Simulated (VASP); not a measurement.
# Zr6Os (Pm-3m) in VASP: relaxation of cell and atoms with PBE

Aim: the relaxation of cell and atoms of Zr6Os with PBE.

All numbers are computed with VASP 6.6.1; they aren't measurements. Logs are shortened: lines on timing, memory, paths and dates and some standing lists are left out, and cuts for length are marked.

### Step 1. The cell of the first run

It takes space group Pm-3m (No. 221, cubic). The conventional cell has a = 6.734 Å, b = 6.734 Å, c = 6.734 Å, α = 90.00°, β = 90.00°, γ = 90.00°. Zr (site symmetry 4mm) has 5 Zr at 2.72 to 2.84 Å within 3.6 Å.

The cell was generated, and may not be a known phase.

### Step 2. Relaxation of cell and atoms, PBE

INCAR

```
PREC     = Accurate       # precision mode
ENCUT    = 600            # plane-wave cutoff, eV
EDIFF    = 1E-6           # SCF threshold, eV
ISMEAR   = 0              # smearing method
SIGMA    = 0.1            # smearing width, eV
LREAL    = F              # projectors in reciprocal space
LASPH    = T              # aspherical terms in the spheres
NELM     = 100            # most SCF steps
ALGO     = Normal         # electronic algorithm
ISIF     = 3              # what is computed and relaxed
LWAVE    = F              # write WAVECAR
LCHARG   = F              # write CHGCAR
GGA      = PE             # functional
IBRION   = 2              # ionic algorithm
NSW      = 100            # ionic steps
EDIFFG   = -0.01          # ionic threshold
```

KPOINTS

```
regular mesh
0
Gamma
  6 6 6
```

POSCAR

```
Zr6Os
1.0
    6.7342088138      0.0000000000      0.0000000000
    0.0000000000      6.7342088138      0.0000000000
    0.0000000000      0.0000000000      6.7342088138
Zr Os
6 1
Direct
    0.5000000000      0.5000000000      0.2016439666
    0.5000000000      0.5000000000      0.7983560334
    0.2016439666      0.5000000000      0.5000000000
    0.7983560334      0.5000000000      0.5000000000
    0.5000000000      0.2016439666      0.5000000000
    0.5000000000      0.7983560334      0.5000000000
    0.0000000000      0.0000000000      0.0000000000
```

Potentials or basis: VASP PAW PBE potentials, release 64 (Zr_sv, Os).

Started as:

```console
> cat potpaw_PBE.64/Zr_sv/POTCAR potpaw_PBE.64/Os/POTCAR > POTCAR
> mpirun -np 1 vasp_std > vasp.out
```

OUTCAR:

```text
PREC = Accurate
   ENCUT = 600
   EDIFF = 1E-6
   ISMEAR = 0
   LREAL = F
   LASPH = T
   NELM = 100
   ISIF = 3
   GGA = PE
   IBRION = 2
   NSW = 100
   EDIFFG = -0.01

 ion  position               nearest neighbor table
   1  0.500  0.500  0.202-   2 2.72   3 2.84   4 2.84   5 2.84   6 2.84
   2  0.500  0.500  0.798-   1 2.72   3 2.84   4 2.84   5 2.84   6 2.84
   3  0.202  0.500  0.500-   4 2.72   2 2.84   1 2.84   5 2.84   6 2.84
   4  0.798  0.500  0.500-   3 2.72   2 2.84   1 2.84   5 2.84   6 2.84
   5  0.500  0.202  0.500-   6 2.72   2 2.84   3 2.84   4 2.84   1 2.84
   6  0.500  0.798  0.500-   5 2.72   2 2.84   3 2.84   4 2.84   1 2.84
   7  0.000  0.000  0.000-

  LATTYP: Found a simple cubic cell.
 ALAT       =     6.7342088138

  Lattice vectors:

 A1 = (   6.7342088138,   0.0000000000,   0.0000000000)
 A2 = (   0.0000000000,   6.7342088138,   0.0000000000)
 A3 = (   0.0000000000,   0.0000000000,   6.7342088138)

Analysis of symmetry for initial positions (statically):
=====================================================================
 Subroutine PRICEL returns:
 Original cell was already a primitive cell.

 Routine SETGRP: Setting up the symmetry group for a
 simple cubic supercell.

 Subroutine GETGRP returns: Found 48 space group operations
 (whereof 48 operations were pure point group operations)
 out of a pool of 48 trial point group operations.

The static configuration has the point symmetry O_h .

Analysis of symmetry for dynamics (positions and initial velocities):
=====================================================================
 Subroutine PRICEL returns:
 Original cell was already a primitive cell.

 Routine SETGRP: Setting up the symmetry group for a
 simple cubic supercell.

 Subroutine GETGRP returns: Found 48 space group operations
 (whereof 48 operations were pure point group operations)
 out of a pool of 48 trial point group operations.

The dynamic configuration has the point symmetry O_h .

 Subroutine INISYM returns: Found 48 space group operations
 (whereof 48 operations are pure point group operations),
 and found     1 'primitive' translations

----------------------------------------------------------------------------------------

                                     Primitive cell

  volume of cell :     305.3935

  direct lattice vectors                    reciprocal lattice vectors
     6.734208814  0.000000000  0.000000000     0.148495544  0.000000000  0.000000000
     0.000000000  6.734208814  0.000000000     0.000000000  0.148495544  0.000000000
     0.000000000  0.000000000  6.734208814     0.000000000  0.000000000  0.148495544

  length of vectors
     6.734208814  6.734208814  6.734208814     0.148495544  0.148495544  0.148495544

  position of ions in fractional coordinates (direct lattice)
     0.500000000  0.500000000  0.201643967
     0.500000000  0.500000000  0.798356033
     0.201643967  0.500000000  0.500000000
     0.798356033  0.500000000  0.500000000
     0.500000000  0.201643967  0.500000000
     0.500000000  0.798356033  0.500000000
     0.000000000  0.000000000  0.000000000

  ion indices of the primitive-cell ions
   primitive index   ion index
                 1           1
                 2           2
                 3           3
                 4           4
                 5           5
                 6           6
                 7           7

----------------------------------------------------------------------------------------

 KPOINTS: regular mesh

Automatic generation of k-mesh.
 Grid dimensions read from file:
 generate k-points for:    6    6    6

 Generating k-lattice:

  Cartesian coordinates                     Fractional coordinates (reciprocal lattice)
     0.024749257  0.000000000  0.000000000     0.166666667  0.000000000  0.000000000
     0.000000000  0.024749257  0.000000000     0.000000000  0.166666667  0.000000000
     0.000000000  0.000000000  0.024749257     0.000000000  0.000000000  0.166666667

  Length of vectors
     0.024749257  0.024749257  0.024749257

  Shift w.r.t. Gamma in fractional coordinates (k-lattice)
     0.000000000  0.000000000  0.000000000

 Subroutine IBZKPT returns following result:
 ===========================================

 Found     20 irreducible k-points:

 Following reciprocal coordinates:
            Coordinates               Weight
  0.000000  0.000000  0.000000      1.000000
  0.166667  0.000000  0.000000      6.000000
  0.333333  0.000000  0.000000      6.000000
  0.500000  0.000000  0.000000      3.000000
  0.166667  0.166667  0.000000     12.000000
  0.333333  0.166667  0.000000     24.000000
[... 12 lines left out ...]
  0.500000  0.500000  0.333333      6.000000
  0.500000  0.500000  0.500000      1.000000
   k-points           NKPTS =     20   k-points in BZ     NKDIM =     20   number of bands    NBANDS=     48
   number of dos      NEDOS =    301   number of ions     NIONS =      7
   total plane-waves  NPLWV = 157464
   dimension x,y,z NGX =    54 NGY =   54 NGZ =   54
   dimension x,y,z NGXF=   108 NGYF=  108 NGZF=  108
   ions per type =               6   1
   NGX,Y,Z   is equivalent  to a cutoff of  13.33, 13.33, 13.33 a.u.
   NGXF,Y,Z  is equivalent  to a cutoff of  26.66, 26.66, 26.66 a.u.
 SYSTEM =  unknown system
   PREC   = accura    normal or accurate (medium, high low for compatibility)
   ISTART =      0    job   : 0-new  1-cont  2-samecut
   ICHARG =      2    charge: 1-file 2-atom 10-const
   ISPIN  =      1    spin polarized calculation?
   LNONCOLLINEAR =      F non collinear calculations
   LSORBIT =      F    spin-orbit coupling
   LASPH  =      T    aspherical Exc in radial PAW
   ENCUT  =  600.0 eV  44.10 Ry    6.64 a.u.  13.45 13.45 13.45*2*pi/ulx,y,z
   NELM   =    100;   NELMIN=  2; NELMDL= -5     # of ELM steps
   EDIFF  = 0.1E-05   stopping-criterion for ELM
   LREAL  =      F    real-space projection
   EDIFFG = -.1E-01   stopping-criterion for IOM
   NSW    =    100    number of steps for IOM
   IBRION =      2    ionic relax: 0-MD 1-quasi-New 2-CG
   NFREE  =      1    steps in history (QN), initial steepest desc. (CG)
   ISIF   =      3    stress and relaxation
   ISYM   =      2    0-nonsym 1-usesym 2-fastsym
   POTIM  = 0.5000    time-step for ionic-motion
   TEBEG  =    0.0;   TEEND  =   0.0 temperature during run
   PSTRESS=    0.0 pullay stress
   NELECT =      80.0000    total number of electrons
   NUPDOWN=      -1.0000    fix difference up-down
   EMIN   =  10.00;   EMAX   =-10.00  energy-range for DOS
   EFERMI =   0.00;   METHOD = LEGACY
   ISMEAR =     0;   SIGMA  =   0.10  broadening in eV -4-tet -1-fermi 0-gaus
   EFERMI_NEDOS =   21; number of points for ismear=-14 and -15
   IALGO  =     38    algorithm
   IMIX   =      4    mixing-type and parameters
     AMIX     =   0.40;   BMIX     =  1.00
     AMIX_MAG =   1.60;   BMIX_MAG =  1.00
  volume/ion in A,a.u.               =      43.63       294.41
  Fermi-wavevector in a.u.,A,eV,Ry     =   1.047494  1.979477 14.928909  1.097244
  Thomas-Fermi vector in A             =   2.182377
   LORBIT       =      0    0 simple, 1 ext, 2 COOP (PROOUT), +10 PAW based schemes
   GGA     = PE    functional components
   LHFCALC =     F    Hartree Fock is set to
   AEXX    =    0.0000 exact exchange contribution
   IVDW    =     0    specifies the selected vdW correction
   LEPSILON=     F    determine dielectric tensor
   LRPA    =     F    only Hartree local field effects (RPA)
 conjugate gradient relaxation of ions
 non-spin polarized calculation
 Gauss-broadening in eV      SIGMA  =   0.10
  energy-cutoff  :      600.00
  volume of cell :      305.39
 maximum number of plane-waves:     10237
 NGX is ok and might be reduce to    54
   NGX = 27   NGY = 27   NGZ = 27

--------------------------------------- Ionic step        1  -------------------------------------------

 number of electron      80.0000001 magnetization

 Free energy of the ion-electron system (eV)
  ---------------------------------------------------
  ext. energy  EPLUGINS =         0.00000000
  ---------------------------------------------------
  free energy    TOTEN  =       -40.41989197 eV

  energy without entropy =      -40.26504250  energy(sigma->0) =      -40.34246724

------------------------ aborting loop because EDIFF is reached ----------------------------------------

  FORCE on cell =-STRESS in cart. coord.  units (eV):
  Direction    XX          YY          ZZ          XY          YZ          ZX
  --------------------------------------------------------------------------------------
  -------------------------------------------------------------------------------------
  Total        0.2876201      0.2876201      0.2876201     -0.0000000     -0.0000000     -0.0000000
  in kB        1.5089334      1.5089334      1.5089334     -0.0000000     -0.0000000     -0.0000000
  external PRESSURE =       1.5089334 kB  Pullay stress =       0.0000000 kB

 VOLUME and BASIS-vectors are now :
 -----------------------------------------------------------------------------
  energy-cutoff  :      600.00
  volume of cell :      305.39
      direct lattice vectors                 reciprocal lattice vectors
     6.734208814  0.000000000  0.000000000     0.148495544  0.000000000  0.000000000
     0.000000000  6.734208814  0.000000000     0.000000000  0.148495544  0.000000000
     0.000000000  0.000000000  6.734208814     0.000000000  0.000000000  0.148495544
[... 124 lines left out ...]
 POSITION                                       TOTAL-FORCE (eV/Angst)
 -----------------------------------------------------------------------------------
      3.37995      3.37995      1.36773        -0.000000      0.000000      0.057119
      3.37995      3.37995      5.39217        -0.000000     -0.000000     -0.057119
      1.36773      3.37995      3.37995         0.057119     -0.000000     -0.000000
      5.39217      3.37995      3.37995        -0.057119      0.000000      0.000000
      3.37995      1.36773      3.37995        -0.000000      0.057119     -0.000000
      3.37995      5.39217      3.37995        -0.000000     -0.057119      0.000000
      6.75990     -0.00000     -0.00000        -0.000000      0.000000      0.000000
 -----------------------------------------------------------------------------------
    total drift:                                0.000000      0.000000      0.000000

  FREE ENERGIE OF THE ION-ELECTRON SYSTEM (eV)
  ---------------------------------------------------
  free  energy   TOTEN  =       -40.4222432234 eV

  energy  without entropy=      -40.2649674519  energy(sigma->0) =      -40.34360534

--------------------------------------- Ionic step        5  -------------------------------------------

 number of electron      80.0000002 magnetization

 Free energy of the ion-electron system (eV)
  ---------------------------------------------------
  ext. energy  EPLUGINS =         0.00000000
  ---------------------------------------------------
  free energy    TOTEN  =       -40.42304038 eV

  energy without entropy =      -40.26468328  energy(sigma->0) =      -40.34386183

 E-fermi :   2.2676     XC(G=0):  -7.7931

 val. band max:        2.2643738751   @ k =   0.3333   0.3333   0.3333
 cond. band min:       2.2695496097   @ k =   0.3333   0.3333   0.1667
 fundamental gap:      0.0051757345
 Fermi energy:         2.2676280485

 k-point     1 :       0.0000    0.0000    0.0000
  band No.  band energies     occupation
      1     -46.6017      2.00000
      2     -46.3419      2.00000
      3     -46.3419      2.00000
      4     -46.2950      2.00000
      5     -46.2950      2.00000
      6     -46.2950      2.00000
[... 1031 lines left out ...]
 POSITION                                       TOTAL-FORCE (eV/Angst)
 -----------------------------------------------------------------------------------
      3.38381      3.38381      1.37347         0.000000      0.000000      0.008023
      3.38381      3.38381      5.39415         0.000000     -0.000000     -0.008023
      1.37347      3.38381      3.38381         0.008023     -0.000000     -0.000000
      5.39415      3.38381      3.38381        -0.008023      0.000000      0.000000
      3.38381      1.37347      3.38381         0.000000      0.008023     -0.000000
      3.38381      5.39415      3.38381         0.000000     -0.008023      0.000000
     -0.00000      0.00000      0.00000         0.000000     -0.000000     -0.000000
 -----------------------------------------------------------------------------------
    total drift:                                0.000000      0.000000      0.000000

  FREE ENERGIE OF THE ION-ELECTRON SYSTEM (eV)
  ---------------------------------------------------
  free  energy   TOTEN  =       -40.4230403811 eV

  energy  without entropy=      -40.2646832811  energy(sigma->0) =      -40.34386183

 reached required accuracy - stopping structural energy minimisation
```

It took 21 min on 1 thread of AMD EPYC 9R45 (Zen 5), shared host; peak memory 0.59 GiB.

What came out:

```
Free energy                           : -40.4230 eV
Relaxed volume                        : 44.28 Å³/atom
Relaxed cell                          : a = 6.768 Å, b = 6.768 Å, c = 6.768 Å, α = 90.00°, β = 90.00°, γ = 90.00°
Space group after relaxing (to 0.1 Å) : Pm-3m (No. 221)
Energy gained by relaxing             : 0.4 meV/atom
Ionic steps                           : 5
Pressure after relaxing               : 0.0 GPa
Largest force after relaxing          : 0.008 eV/Å
Band gap on the k mesh                : zero (bands 40 and 41 overlap by 0.25 eV)
```

Forces in eV/Å, atoms in the order of the input:
```
Zr   0.000  0.000  0.008
Zr   0.000  0.000 -0.008
Zr   0.008  0.000  0.000
Zr  -0.008  0.000  0.000
Zr   0.000  0.008  0.000
Zr   0.000 -0.008  0.000
Os   0.000  0.000  0.000
```

Step by step:
```tsv
step	energy change (eV)	largest force (eV/Å)	pressure (GPa)	volume (Å³)
1	0.0000	0.0287	0.15	305.39
2	-0.0012	0.0648	0.02	307.21
3	-0.0015	0.0856	-0.05	308.29
4	-0.0024	0.0571	-0.03	308.90
5	-0.0031	0.0080	0.02	309.96
```

Final structure:
```
Zr Os
1.0
     6.76762    0.00000    0.00000
     0.00000    6.76762    0.00000
     0.00000    0.00000    6.76762
Zr Os
6 1
Direct
  0.50000 0.50000 0.20295
  0.50000 0.50000 0.79705
  0.20295 0.50000 0.50000
  0.79705 0.50000 0.50000
  0.50000 0.20295 0.50000
  0.50000 0.79705 0.50000
  0.00000 0.00000 0.00000
```

Levels at points of the mesh, in eV from the Fermi level:
| k point | band 37 | band 38 | band 39 | band 40 | band 41 | band 42 | band 43 | band 44 |
| --- | --- | --- | --- | --- | --- | --- | --- | --- |
| (0.00, 0.00, 0.00) | 0.03 | 0.03 | 0.04 | 0.06 | 0.06 | 0.34 | 0.34 | 0.34 |
| (0.50, 0.00, 0.00) | -0.24 | -0.24 | -0.23 | -0.05 | 0.06 | 0.25 | 0.54 | 0.54 |
| (0.50, 0.50, 0.00) | -0.20 | -0.18 | -0.18 | -0.07 | -0.04 | 0.01 | 0.11 | 0.45 |
| (0.50, 0.50, 0.50) | -0.04 | -0.04 | 0.02 | 0.21 | 0.21 | 0.41 | 0.41 | 0.41 |

Caveat: spin-orbit coupling is left out, which moves the levels of the heavy elements.
